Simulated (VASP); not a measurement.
Input of a VASP 6.6.1 run:

File INCAR:

```
  PREC = Accurate
  ENCUT = 500
  EDIFF = 1E-7
  ISMEAR = -1
  SIGMA = 0.05
  LREAL = F
  LASPH = T
  NELM = 120
  ALGO = Normal
  ISIF = 3
  LWAVE = F
  LCHARG = F
  GGA = PE
  IBRION = 2
  NSW = 100
  EDIFFG = -0.005
  GGA_COMPAT = F
  NELMIN = 4
```

Contents of KPOINTS:

```
Automatic mesh
0
Gamma
  10 10 10
```

The input POSCAR:

```
RbCl
1.0
    0.0000000000      2.9102979194      2.9102979194
    2.9102979194      0.0000000000      2.9102979194
    2.9102979194      2.9102979194      0.0000000000
Rb Cl
1 1
Direct
    0.0000000000      0.0000000000      0.0000000000
    0.5000000000      0.5000000000      0.5000000000
```

Potentials or basis: VASP PAW PBE potentials, release 64 (Rb_sv, Cl).

Run with:

```console
$ cat potpaw_PBE.64/Rb_sv/POTCAR potpaw_PBE.64/Cl/POTCAR > POTCAR
$ mpirun -np 1 vasp_std > vasp.out
```

Q: Predict the relaxed volume.

A: 37.67 Å³/atom.

Q: Predict the band gap on the k mesh.

A: 4.82 eV.

Q: Predict the space group after relaxing (to 0.1 Å).

A: Fm-3m (No. 225).

Final structure:
```
Rb Cl
1.0
     0.00000    3.35224    3.35224
     3.35224    0.00000    3.35224
     3.35224    3.35224    0.00000
Rb Cl
1 1
Cartesian
  0.0000 0.0000 0.0000
  3.3522 3.3522 3.3522
```

Caveat: the volume moved by over 15 % at a fixed basis, so the end points are rough. A k mesh can miss the band edges.
